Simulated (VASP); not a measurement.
# Si4B5F (P4mm) in VASP: single point with PBE

Aim: the single point of Si4B5F with PBE.

Program: VASP 6.6.1. These are calculated values, not measurements. Logs are shortened: lines on timing, memory, paths and dates and some standing lists are left out, and cuts for length are marked.

## (1) The cell of the first run

Symmetry: P4mm, No. 99, tetragonal system. Conventional cell: a = 4.766 Å, b = 4.766 Å, c = 7.174 Å, α = 90.00°, β = 90.00°, γ = 90.00°. Within 2.7 Å of Si (site symmetry m) lie 3 B at 2.05 to 2.16 Å and 4 Si at 2.26 to 2.51 Å. B (site symmetry m) has 3 B at 1.88 to 2.04 Å and 2 Si at 2.16 Å within 2.5 Å. B (site symmetry 4mm) has 1 F at 1.36 Å within 1.8 Å. Within 1.8 Å of F (site symmetry 4mm) lie 1 B at 1.36 Å.

## (2) Single point, PBE

The input, INCAR:

```
SYSTEM = Si4B5F
PREC = Accurate
ENCUT = 520
EDIFF = 1E-7
ISMEAR = 0
SIGMA = 0.1
LREAL = .FALSE.
LASPH = .TRUE.
NELM = 60
ALGO = Normal
ISIF = 2
LWAVE = .FALSE.
LCHARG = .FALSE.
GGA = PE
NBANDS = 30
```

The input, KPOINTS:

```
Automatic mesh
0
G
  8 8 6
  0 0 0
```

The input, POSCAR:

```
Si4B5F
1.0
    4.7662380382      0.0000000000      0.0000000000
    0.0000000000      4.7662380382      0.0000000000
    0.0000000000      0.0000000000      7.1741811278
Si B F
4 5 1
Direct
    0.7368752205      0.7368752205      0.4144810123
    0.2631247795      0.2631247795      0.4144810123
    0.2631247795      0.7368752205      0.4144810123
    0.7368752205      0.2631247795      0.4144810123
    0.1969873998      0.5000000000      0.6670571007
    0.8030126002      0.5000000000      0.6670571007
    0.5000000000      0.1969873998      0.6670571007
    0.5000000000      0.8030126002      0.6670571007
    0.0000000000      0.0000000000      0.2715752124
    0.0000000000      0.0000000000      0.0813584860
```

Potentials or basis: VASP PAW PBE potentials, release 64 (Si, B, F).

Started as:

```
cat potpaw_PBE.64/Si/POTCAR potpaw_PBE.64/B/POTCAR potpaw_PBE.64/F/POTCAR > POTCAR
mpirun -np 1 vasp_std > vasp.out
```

OUTCAR:

```text
SYSTEM = Si4B5F
   PREC = Accurate
   ENCUT = 520
   EDIFF = 1E-7
   ISMEAR = 0
   LREAL = .FALSE.
   LASPH = .TRUE.
   NELM = 60
   ISIF = 2
   GGA = PE

 ion  position               nearest neighbor table
   1  0.737  0.737  0.414-   9 2.05   8 2.16   6 2.16   4 2.26   3 2.26   4 2.51   3 2.51
   2  0.263  0.263  0.414-   9 2.05   7 2.16   5 2.16   4 2.26   3 2.26   3 2.51   4 2.51
   3  0.263  0.737  0.414-   9 2.05   8 2.16   5 2.16   2 2.26   1 2.26   2 2.51   1 2.51
   4  0.737  0.263  0.414-   9 2.05   7 2.16   6 2.16   2 2.26   1 2.26   2 2.51   1 2.51
   5  0.197  0.500  0.667-   6 1.88   7 2.04   8 2.04   3 2.16   2 2.16
   6  0.803  0.500  0.667-   5 1.88   7 2.04   8 2.04   4 2.16   1 2.16
   7  0.500  0.197  0.667-   8 1.88   6 2.04   5 2.04   4 2.16   2 2.16
   8  0.500  0.803  0.667-   7 1.88   6 2.04   5 2.04   3 2.16   1 2.16
   9  0.000  0.000  0.272-  10 1.36   2 2.05   3 2.05   4 2.05   1 2.05
  10  0.000  0.000  0.081-   9 1.36

  LATTYP: Found a simple tetragonal cell.
 ALAT       =     4.7662380382
 C/A-ratio  =     1.5052083153

  Lattice vectors:

 A1 = (   4.7662380382,   0.0000000000,   0.0000000000)
 A2 = (   0.0000000000,   4.7662380382,   0.0000000000)
 A3 = (   0.0000000000,   0.0000000000,   7.1741811278)

Analysis of symmetry for initial positions (statically):
=====================================================================
 Subroutine PRICEL returns:
 Original cell was already a primitive cell.

 Routine SETGRP: Setting up the symmetry group for a
 simple tetragonal supercell.

 Subroutine GETGRP returns: Found  8 space group operations
 (whereof  8 operations were pure point group operations)
 out of a pool of 16 trial point group operations.

The static configuration has the point symmetry C_4v.

Analysis of symmetry for dynamics (positions and initial velocities):
=====================================================================
 Subroutine PRICEL returns:
 Original cell was already a primitive cell.

 Routine SETGRP: Setting up the symmetry group for a
 simple tetragonal supercell.

 Subroutine GETGRP returns: Found  8 space group operations
 (whereof  8 operations were pure point group operations)
 out of a pool of 16 trial point group operations.

The dynamic configuration has the point symmetry C_4v.

 Subroutine INISYM returns: Found  8 space group operations
 (whereof  8 operations are pure point group operations),
 and found     1 'primitive' translations

----------------------------------------------------------------------------------------

                                     Primitive cell

  volume of cell :     162.9761

  direct lattice vectors                    reciprocal lattice vectors
     4.766238038  0.000000000  0.000000000     0.209809076  0.000000000  0.000000000
     0.000000000  4.766238038  0.000000000     0.000000000  0.209809076  0.000000000
     0.000000000  0.000000000  7.174181128     0.000000000  0.000000000  0.139388731

  length of vectors
     4.766238038  4.766238038  7.174181128     0.209809076  0.209809076  0.139388731

  position of ions in fractional coordinates (direct lattice)
     0.736875220  0.736875220  0.414481012
     0.263124780  0.263124780  0.414481012
     0.263124780  0.736875220  0.414481012
     0.736875220  0.263124780  0.414481012
     0.196987400  0.500000000  0.667057101
     0.803012600  0.500000000  0.667057101
     0.500000000  0.196987400  0.667057101
     0.500000000  0.803012600  0.667057101
     0.000000000  0.000000000  0.271575212
     0.000000000  0.000000000  0.081358486

  ion indices of the primitive-cell ions
   primitive index   ion index
                 1           1
                 2           2
                 3           3
                 4           4
                 5           5
                 6           6
                 7           7
                 8           8
                 9           9
                10          10

----------------------------------------------------------------------------------------

 KPOINTS: Automatic mesh

Automatic generation of k-mesh.
 Grid dimensions read from file:
 generate k-points for:    8    8    6

 Generating k-lattice:

  Cartesian coordinates                     Fractional coordinates (reciprocal lattice)
     0.026226135  0.000000000  0.000000000     0.125000000  0.000000000  0.000000000
     0.000000000  0.026226135  0.000000000     0.000000000  0.125000000  0.000000000
     0.000000000  0.000000000  0.023231455     0.000000000  0.000000000  0.166666667

  Length of vectors
     0.026226135  0.026226135  0.023231455

  Shift w.r.t. Gamma in fractional coordinates (k-lattice)
     0.000000000  0.000000000  0.000000000

 Subroutine IBZKPT returns following result:
 ===========================================

 Found     60 irreducible k-points:

 Following reciprocal coordinates:
            Coordinates               Weight
  0.000000  0.000000  0.000000      1.000000
  0.125000  0.000000  0.000000      4.000000
  0.250000  0.000000  0.000000      4.000000
  0.375000  0.000000  0.000000      4.000000
  0.500000  0.000000  0.000000      2.000000
  0.125000  0.125000  0.000000      4.000000
[... 16 lines left out ...]
  0.375000  0.125000  0.166667     16.000000
  0.500000  0.125000  0.166667      8.000000
 [... further k-points ...]
   k-points           NKPTS =     60   k-points in BZ     NKDIM =     60   number of bands    NBANDS=     30
   number of dos      NEDOS =    301   number of ions     NIONS =     10
   total plane-waves  NPLWV =  69984
   dimension x,y,z NGX =    36 NGY =   36 NGZ =   54
   dimension x,y,z NGXF=    72 NGYF=   72 NGZF=  108
   ions per type =               4   5   1
   NGX,Y,Z   is equivalent  to a cutoff of  12.56, 12.56, 12.51 a.u.
   NGXF,Y,Z  is equivalent  to a cutoff of  25.11, 25.11, 25.03 a.u.
 SYSTEM =  Si4B5F
   PREC   = accura    normal or accurate (medium, high low for compatibility)
   ISTART =      0    job   : 0-new  1-cont  2-samecut
   ICHARG =      2    charge: 1-file 2-atom 10-const
   ISPIN  =      1    spin polarized calculation?
   LNONCOLLINEAR =      F non collinear calculations
   LSORBIT =      F    spin-orbit coupling
   LASPH  =      T    aspherical Exc in radial PAW
   ENCUT  =  520.0 eV  38.22 Ry    6.18 a.u.   8.86  8.86 13.34*2*pi/ulx,y,z
   NELM   =     60;   NELMIN=  2; NELMDL= -5     # of ELM steps
   EDIFF  = 0.1E-06   stopping-criterion for ELM
   LREAL  =      F    real-space projection
   EDIFFG = 0.1E-05   stopping-criterion for IOM
   NSW    =      0    number of steps for IOM
   IBRION =     -1    ionic relax: 0-MD 1-quasi-New 2-CG
   NFREE  =      0    steps in history (QN), initial steepest desc. (CG)
   ISIF   =      2    stress and relaxation
   ISYM   =      2    0-nonsym 1-usesym 2-fastsym
   POTIM  = 0.5000    time-step for ionic-motion
   TEBEG  =    0.0;   TEEND  =   0.0 temperature during run
   PSTRESS=    0.0 pullay stress
   NELECT =      38.0000    total number of electrons
   NUPDOWN=      -1.0000    fix difference up-down
   EMIN   =  10.00;   EMAX   =-10.00  energy-range for DOS
   EFERMI =   0.00;   METHOD = LEGACY
   ISMEAR =     0;   SIGMA  =   0.10  broadening in eV -4-tet -1-fermi 0-gaus
   EFERMI_NEDOS =   21; number of points for ismear=-14 and -15
   IALGO  =     38    algorithm
   IMIX   =      4    mixing-type and parameters
     AMIX     =   0.40;   BMIX     =  1.00
     AMIX_MAG =   1.60;   BMIX_MAG =  1.00
  volume/ion in A,a.u.               =      16.30       109.98
  Fermi-wavevector in a.u.,A,eV,Ry     =   1.007615  1.904117 13.813841  1.015289
  Thomas-Fermi vector in A             =   2.140431
   LORBIT       =      0    0 simple, 1 ext, 2 COOP (PROOUT), +10 PAW based schemes
   GGA     = PE    functional components
   LHFCALC =     F    Hartree Fock is set to
   AEXX    =    0.0000 exact exchange contribution
   IVDW    =     0    specifies the selected vdW correction
   LEPSILON=     F    determine dielectric tensor
   LRPA    =     F    only Hartree local field effects (RPA)
 non-spin polarized calculation
 Gauss-broadening in eV      SIGMA  =   0.10
  energy-cutoff  :      520.00
  volume of cell :      162.98
 maximum number of plane-waves:      4456
 NGX is ok and might be reduce to    36
   NGX = 17   NGY = 17   NGZ = 27

 number of electron      37.9999989 magnetization

 Free energy of the ion-electron system (eV)
  ---------------------------------------------------
  ext. energy  EPLUGINS =         0.00000000
  ---------------------------------------------------
  free energy    TOTEN  =       -52.68723939 eV

  energy without entropy =      -52.68047582  energy(sigma->0) =      -52.68385760

 E-fermi :   3.3868     XC(G=0):  -8.4438

 val. band max:        3.3568698259   @ k =   0.5000   0.5000   0.5000
 cond. band min:       3.3930883333   @ k =   0.2500   0.2500   0.1667
 fundamental gap:      0.0362185073
 Fermi energy:         3.3868479714

 k-point     1 :       0.0000    0.0000    0.0000
  band No.  band energies     occupation
      1     -22.4030      2.00000
      2     -11.4164      2.00000
      3      -7.5266      2.00000
      4      -5.7698      2.00000
      5      -5.7698      2.00000
      6      -5.1310      2.00000
[... 22 lines left out ...]
     29       9.2397      0.00000
     30       9.2397      0.00000

 k-point     2 :       0.1250    0.0000    0.0000
  band No.  band energies     occupation
      1     -22.4028      2.00000
      2     -11.3259      2.00000
      3      -7.6907      2.00000
      4      -6.3755      2.00000
      5      -5.6875      2.00000
      6      -4.9049      2.00000
[... 22 lines left out ...]
     29       8.9979      0.00000
     30       9.2251      0.00000

 k-point     3 :       0.2500    0.0000    0.0000
  band No.  band energies     occupation
      1     -22.4024      2.00000
      2     -11.0561      2.00000
      3      -8.3440      2.00000
      4      -6.5967      2.00000
      5      -5.4458      2.00000
      6      -4.9552      2.00000
[... 22 lines left out ...]
     29       8.6358      0.00000
     30       8.8416      0.00000

 k-point     4 :       0.3750    0.0000    0.0000
  band No.  band energies     occupation
      1     -22.4021      2.00000
      2     -10.6167      2.00000
      3      -9.1808      2.00000
      4      -6.4407      2.00000
      5      -5.1233      2.00000
      6      -5.0653      2.00000
[... 22 lines left out ...]
     29       9.0287      0.00000
     30       9.6870      0.00000

 k-point     5 :       0.5000    0.0000    0.0000
  band No.  band energies     occupation
      1     -22.4019      2.00000
      2     -10.1574      2.00000
      3      -9.7881      2.00000
      4      -6.3056      2.00000
      5      -5.2784      2.00000
      6      -4.6926      2.00000
[... 22 lines left out ...]
     29       9.1676      0.00000
     30       9.9107      0.00000
[... 526 lines left out ...]
     29       9.0506      0.00000
     30       9.1039      0.00000

 k-point    22 :       0.2500    0.1250    0.1667
  band No.  band energies     occupation
      1     -22.4023      2.00000
      2     -10.9664      2.00000
      3      -8.2824      2.00000
      4      -6.9253      2.00000
      5      -5.7549      2.00000
      6      -4.9835      2.00000
[... 22 lines left out ...]
     29       8.6599      0.00000
     30       8.8870      0.00000

 k-point    23 :       0.3750    0.1250    0.1667
  band No.  band energies     occupation
      1     -22.4019      2.00000
      2     -10.5275      2.00000
      3      -9.0986      2.00000
      4      -6.7024      2.00000
      5      -5.6539      2.00000
      6      -5.0871      2.00000
[... 22 lines left out ...]
     29       9.0259      0.00000
     30       9.4509      0.00000

 k-point    24 :       0.5000    0.1250    0.1667
  band No.  band energies     occupation
      1     -22.4018      2.00000
      2     -10.0673      2.00000
      3      -9.7041      2.00000
      4      -6.4864      2.00000
      5      -5.8020      2.00000
      6      -4.9656      2.00000
[... 22 lines left out ...]
     29       8.7619      0.00000
     30       9.6313      0.00000

 [... further k-points ...]

------------------------ aborting loop because EDIFF is reached ----------------------------------------

  FORCE on cell =-STRESS in cart. coord.  units (eV):
  Direction    XX          YY          ZZ          XY          YZ          ZX
  --------------------------------------------------------------------------------------
  -------------------------------------------------------------------------------------
  Total       -0.1254371     -0.1254371      0.2752879      0.0000000      0.0000000      0.0000000
  in kB       -1.2331407     -1.2331407      2.7062876      0.0000000      0.0000000      0.0000000
  external PRESSURE =       0.0800021 kB  Pullay stress =       0.0000000 kB

 VOLUME and BASIS-vectors are now :
 -----------------------------------------------------------------------------
  energy-cutoff  :      520.00
  volume of cell :      162.98
      direct lattice vectors                 reciprocal lattice vectors
     4.766238038  0.000000000  0.000000000     0.209809076  0.000000000  0.000000000
     0.000000000  4.766238038  0.000000000     0.000000000  0.209809076  0.000000000
     0.000000000  0.000000000  7.174181128     0.000000000  0.000000000  0.139388731

 POSITION                                       TOTAL-FORCE (eV/Angst)
 -----------------------------------------------------------------------------------
      3.51212      3.51212      2.97356         0.001428      0.001428     -0.002123
      1.25412      1.25412      2.97356        -0.001428     -0.001428     -0.002123
      1.25412      3.51212      2.97356        -0.001428      0.001428     -0.002123
      3.51212      1.25412      2.97356         0.001428     -0.001428     -0.002123
      0.93889      2.38312      4.78559        -0.002134     -0.000000     -0.001367
      3.82735      2.38312      4.78559         0.002134     -0.000000     -0.001367
      2.38312      0.93889      4.78559         0.000000     -0.002134     -0.001367
      2.38312      3.82735      4.78559         0.000000      0.002134     -0.001367
      0.00000      0.00000      1.94833         0.000000      0.000000      0.264346
      0.00000      0.00000      0.58368         0.000000      0.000000     -0.250386
 -----------------------------------------------------------------------------------
    total drift:                                0.000000      0.000000     -0.000478

  FREE ENERGIE OF THE ION-ELECTRON SYSTEM (eV)
  ---------------------------------------------------
  free  energy   TOTEN  =       -52.6872393854 eV

  energy  without entropy=      -52.6804758188  energy(sigma->0) =      -52.68385760
```

Wall time 4.5 min (1 thread of AMD EPYC 7R13 (Zen 3), shared host); peak memory 0.37 GiB.

What came out:

| Property | Result |
| --- | --- |
| Free energy | -52.6872 eV |
| Pressure | 0.0 GPa |
| Largest force | 0.264 eV/Å |
| Band gap on the k mesh | zero (bands 19 and 20 overlap by 1.02 eV) |

Forces in eV/Å, atoms in the order of the input:
```
Si   0.001  0.001 -0.002
Si  -0.001 -0.001 -0.002
Si  -0.001  0.001 -0.002
Si   0.001 -0.001 -0.002
B   -0.002  0.000 -0.001
B    0.002  0.000 -0.001
B    0.000 -0.002 -0.001
B    0.000  0.002 -0.001
B    0.000  0.000  0.264
F    0.000  0.000 -0.250
```

Caveat: this functional lacks dispersion, which binds the layers, so the pressure and a relaxed spacing across them are unreliable.
